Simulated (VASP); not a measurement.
**Au16Cl: single point with PBE**

Au16Cl, a slab with vacuum:

```
Au Cl
1.0
     8.16000    0.00000    0.00000
     0.00000    5.76999    0.00000
     0.00000    0.00000   16.32749
Au Cl
16 1
Cartesian
  2.0400 1.4425 1.0000
  6.1200 1.4425 1.0000
  2.0400 4.3275 1.0000
  6.1200 4.3275 1.0000
  -0.0066 0.0094 2.2678
  4.0949 0.0086 2.2749
  -0.0199 2.8948 2.2828
  4.0985 2.8944 2.2840
  -0.4058 1.4938 4.7512
  4.5056 1.4929 4.7535
  -0.4684 4.3689 4.7608
  4.5788 4.3660 4.7629
  -2.0263 0.1186 6.5908
  2.0489 0.0119 4.2679
  -2.0439 3.0321 6.6312
  2.0457 2.9228 4.2581
  -1.8286 2.1078 8.7889
```

```json
{
  "Program": "VASP 6.6.1",
  "Task": "single point",
  "Functional": "PBE",
  "Potentials or basis": "VASP PAW PBE potentials, release 64 (Au, Cl)",
  "Cutoff": "520 eV",
  "k mesh": "2 × 3 × 1",
  "Occupations": "gaussian, width 0.05 eV",
  "Spin": "no spin polarisation"
}
```

```json
{
 "Largest force": "0.356 eV/Å",
 "Band gap on the k mesh": "zero (an odd number of electrons rules out a gap without spin polarisation)"
}
```

Forces on the atoms (eV/Å):
```
Au   0.008  0.035 -0.065
Au  -0.005  0.034  0.113
Au   0.002  0.006 -0.088
Au  -0.003  0.008  0.099
Au   0.004  0.003 -0.001
Au   0.000  0.005  0.005
Au   0.000  0.003  0.006
Au  -0.002  0.003  0.009
Au   0.009  0.011 -0.006
Au  -0.009  0.009 -0.002
Au  -0.020  0.032  0.002
Au   0.032  0.029  0.011
Au   0.005  0.060  0.052
Au   0.001  0.004 -0.005
Au  -0.004  0.071  0.008
Au   0.000  0.014 -0.002
Cl  -0.018 -0.328 -0.137
```

Levels at points of the mesh, in eV from the Fermi level:
| k point | band 89 | band 90 | band 91 | band 92 | band 93 | band 94 |
| --- | --- | --- | --- | --- | --- | --- |
| (0.00, 0.00, 0.00) | -1.07 | -0.77 | 0.11 | 0.53 | 0.60 | 1.25 |
| (0.50, 0.00, 0.00) | -0.79 | 0.29 | 0.63 | 0.73 | 0.85 | 1.04 |

Run time: 8.9 min on 1 thread of Intel(R) Xeon(R) Platinum 8559C (Emerald Rapids), on a shared host, peak memory 0.82 GiB.

Caveat: the k points lie up to 0.38 Å⁻¹ apart, too coarse for converged energies and pressures of a metal; there is no dipole correction, which matters where the two faces differ; spin-orbit coupling is left out, which moves the levels of the heavy elements.
